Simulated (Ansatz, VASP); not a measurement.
## Two plane-wave programs on Al

Contents of INCAR:

```
  PREC = Accurate
  ENCUT = 520
  EDIFF = 1E-7
  ISMEAR = 0
  SIGMA = 0.15
  LREAL = F
  LASPH = T
  NELM = 60
  ALGO = Fast
  ISIF = 2
  LWAVE = F
  LCHARG = T
  GGA = PE
  LELF = T
  LVHAR = T
  NBANDS = 14
```

File KPOINTS:

```
regular mesh
0
Gamma
  16 16 5
```

POSCAR

```
Al
1.0
   -1.6174623135      1.6174623135     -1.6174623135
   -1.6174623135     -1.6174623135      1.6174623135
   -0.8087311568      6.3081030228      6.6315954855
Al
4
Direct
   -0.1750000000     -0.2625000000      0.8750000000
    0.4750000000      0.4625000000      0.1250000000
   -0.0750000000     -0.1125000000      0.3750000000
    0.3750000000      0.3125000000      0.6250000000
```

Input for Ansatz:

```yaml
crystal:
  lattice:
    - [-1.6174623135, 1.6174623135, -1.6174623135]
    - [-1.6174623135, -1.6174623135, 1.6174623135]
    - [-0.8087311568, 6.3081030228, 6.6315954855]
  atoms:
    - { symbol: Al, position: [-0.175, -0.2625, 0.875] }
    - { symbol: Al, position: [0.475, 0.4625, 0.125] }
    - { symbol: Al, position: [-0.075, -0.1125, 0.375] }
    - { symbol: Al, position: [0.375, 0.3125, 0.625] }
basis:
  ecutwfc: 420
kpoints:
  mp_grid: { grid: [16, 16, 5] }
hamiltonian:
  xc: pbe
  pseudopotentials: { kind: paw, azcp: { folder: soft_1 } }
scf:
  occupations: { method: gaussian, width: 0.15 }
output:
  forces: true
  stress: true
  eigenvalues: true
```

Alike in both runs: task single point; functional PBE; k mesh 16 × 16 × 5; occupations gaussian, width 0.15 eV; no spin polarisation.

|  | VASP | Ansatz |
| --- | --- | --- |
| version | VASP 6.6.1 | Ansatz 0.2.0 |
| potentials or method | VASP PAW PBE potentials, release 64 (Al), cutoff 520 eV | scalar-relativistic, plane waves, PAW |
| valence electrons in the cell | 12 | 12 |

|  | VASP | Ansatz | Ansatz less VASP |
| --- | --- | --- | --- |
| gap on the k mesh at the Fermi level (eV) | none | none | - |
| pressure (GPa) | 2.0 | 2.0 | 0.00 |
| traceless stress, the component that is largest in VASP (GPa) | 2.33 | 2.33 | -0.002 |
| rms of the force components (eV/Å) | 0.520 | 0.520 | -0.0003 |

Atom by atom the forces differ by 0.001 eV/Å (rms over components). A gap of «none» marks a metal or a gap that the smearing closes.
